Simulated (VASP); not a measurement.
BN (Qingsongite):

```
CELL_PARAMETERS angstrom
0.00000 1.80750 1.80750
1.80750 0.00000 1.80750
1.80750 1.80750 0.00000
ATOMIC_POSITIONS crystal
B 0.00000 0.00000 0.00000
N 0.25000 0.25000 0.25000
```

Base run:

| Quantity | Value |
| --- | --- |
| Program | VASP 6.6.1 |
| Functional | revPBE |
| Potentials or basis | VASP PAW PBE potentials, release 64 (B, N) |
| Cutoff | 520 eV |
| k mesh | 8 × 8 × 8 |
| Occupations | gaussian, width 0.01 eV |
| Spin | no spin polarisation |

Its results: band gap on the k mesh 4.48 eV, indirect (least direct gap 8.86 eV); pressure 7.8 GPa.

**Question.** The run is repeated on the same cell with these changes: functional from revPBE to LDA; potentials or basis from VASP PAW PBE potentials, release 64 (B, N) to VASP PAW LDA potentials, release 64 (B, N). What comes out?

**Answer.** Band gap on the k mesh 4.34 eV, indirect (least direct gap 8.68 eV); pressure -10.1 GPa.

Caveats: the PAW data sets were made with another functional, which shifts forces and pressure a little (some runs).

A k mesh can miss the band edges.
